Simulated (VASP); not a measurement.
Write the native input for VASP 6.6.1 that does the following.

```
Task                   : single point
Functional             : PBE
Potentials or basis    : VASP PAW PBE potentials, release 64 (Al)
Cutoff                 : 520 eV
k mesh                 : 3 × 3 × 3
Occupations            : gaussian, width 0.05 eV
Spin                   : no spin polarisation
Dipole correction      : no
Further INCAR settings : LREAL = Auto; ALGO = Normal; EDIFF = 1e-06; NBANDS = 68
```

The structure of Al (a cell with a defect) lies in POSCAR:

```
Al
1.0
    8.1000000000      0.0000000000      0.0000000000
    0.0000000000      8.1000000000      0.0000000000
    0.0000000000      0.0000000000      8.1000000000
Al
31
Direct
    0.4976438272      0.0038227160      0.0000093827
    0.7469783951      0.2516606173      0.0000104938
    0.7507398765     -0.0006377778      0.2507748148
    0.0012629630      0.0019570370      0.0000076543
    0.4595412346      0.4602556790      0.0000155556
    0.7478067901      0.7484937037      0.0000065432
    0.2495275309      0.0022081481      0.2469496296
    0.5004874074      0.2453837037      0.2590460494
    0.7458985185      0.5014290123      0.2464485185
    0.5013786420     -0.0067624691      0.5000083951
    0.7532908642      0.2506243210      0.5000008642
    0.7507440741     -0.0006392593      0.7492417284
    0.0031503704      0.4983232099      0.0000103704
    0.2509653086      0.7476824691      0.0000114815
    0.0015258025      0.2502155556      0.2469503704
    0.2446865432      0.5012002469      0.2590662963
    0.5007441975      0.7465862963      0.2464543210
   -0.0000865432      0.0006045679      0.5000091358
    0.2479712346      0.2486687654      0.5000148148
    0.5013919753      0.5020735802      0.5000122222
    0.7498014815      0.7504979012      0.5000081481
    0.2495267901      0.0022177778      0.7530739506
    0.5005081481      0.2453779012      0.7409687654
    0.7458976543      0.5014304938      0.7535717284
   -0.0013387654      0.7514309877      0.2507728395
   -0.0074643210      0.5020701235      0.5000107407
    0.2499354321      0.7539919753      0.5000139506
    0.0015169136      0.2502158025      0.7530683951
    0.2446911111      0.5011933333      0.7409595062
    0.5007390123      0.7465867901      0.7535670370
   -0.0013291358      0.7514314815      0.7492460494
```

One way to write it, as run:

INCAR

```
SYSTEM = Al
  PREC = Accurate
  ENCUT = 520
  EDIFF = 1E-6
  ISMEAR = 0
  SIGMA = 0.05
  LREAL = Auto
  LASPH = .TRUE.
  NELM = 80
  ALGO = Normal
  ISIF = 2
  LWAVE = .FALSE.
  LCHARG = .FALSE.
  GGA = PE
  NBANDS = 68
```

KPOINTS

```
Automatic mesh
0
G
  3 3 3
  0 0 0
```

Potentials or basis: VASP PAW PBE potentials, release 64 (Al).

Command:

```sh
$ cat potpaw_PBE.64/Al/POTCAR > POTCAR
$ mpirun -np 1 vasp_std > vasp.out
```

It gave:

```
Pressure               : -1.0 GPa
Largest force          : 0.603 eV/Å
Band gap on the k mesh : zero (an odd number of electrons rules out a gap without spin polarisation)
```

Run time: 3.5 min on 1 thread of Intel(R) Xeon(R) 6975P-C (Granite Rapids), on a shared host, peak memory 0.63 GiB.
